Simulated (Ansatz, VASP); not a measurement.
## One calculation of Si2Mo, two programs

INCAR

```
SYSTEM = Si2Mo
PREC = Accurate
ENCUT = 520
EDIFF = 1E-6
ISMEAR = 0
SIGMA = 0.15
LREAL = .FALSE.
LASPH = .TRUE.
NELM = 100
ALGO = Fast
ISIF = 2
LWAVE = .FALSE.
LCHARG = .FALSE.
GGA = PS
NBANDS = 18
```

Contents of KPOINTS:

```
Automatic mesh
0
G
  20 20 20
  0 0 0
```

Contents of POSCAR:

```
Si2Mo
1.0
   -1.5950350805      1.5950350805      3.9106920000
    1.5950350805     -1.5950350805      3.9106920000
    1.5950350805      1.5950350805     -3.9106920000
Si Mo
2 1
Direct
    0.3350596655      0.2880387561     -0.0470209094
    0.6649403345      0.7119612439      0.0470209094
    0.0000000000      0.0000000000      0.0000000000
```

Input for Ansatz:

```yaml
crystal:
  lattice:
    - [-1.5950350805, 1.5950350805, 3.910692]
    - [1.5950350805, -1.5950350805, 3.910692]
    - [1.5950350805, 1.5950350805, -3.910692]
  atoms:
    - { symbol: Si, position: [0.3350596655, 0.2880387561, -0.0470209094] }
    - { symbol: Si, position: [0.6649403345, 0.7119612439, 0.0470209094] }
    - { symbol: Mo, position: [0.0, 0.0, 0.0] }
basis:
  ecutwfc: 420
kpoints:
  mp_grid: { grid: [20, 20, 20] }
hamiltonian:
  xc: pbesol
scf:
  occupations: { method: gaussian, width: 0.15 }
output:
  forces: true
  stress: true
  eigenvalues: true
```

Change from the starting cell: mode 7 (333.0 1/cm) frozen in, largest displacement +0.150 Å.

Alike in both runs: task single point; functional PBEsol; k mesh 20 × 20 × 20; occupations gaussian, width 0.15 eV; no spin polarisation.

|  | VASP | Ansatz |
| --- | --- | --- |
| version | VASP 6.6.1 | Ansatz 0.2.0 |
| potentials or method | VASP PAW PBE potentials, release 64 (Si, Mo_sv), cutoff 520 eV | scalar-relativistic, plane waves, PAW |
| valence electrons in the cell | 22 | 22 |

```tsv
	VASP	Ansatz	Ansatz less VASP
gap on the k mesh at the Fermi level (eV)	none	none	-
pressure (GPa)	3.4	3.0	-0.37
traceless stress, the component that is largest in VASP (GPa)	-1.98	-1.92	+0.053
rms of the force components (eV/Å)	0.823	0.819	-0.0037
```

VASP's potentials were made for PBE, not for PBEsol. Atom by atom the forces differ by 0.005 eV/Å (rms over components). A gap of «none» marks a metal or a gap that the smearing closes.
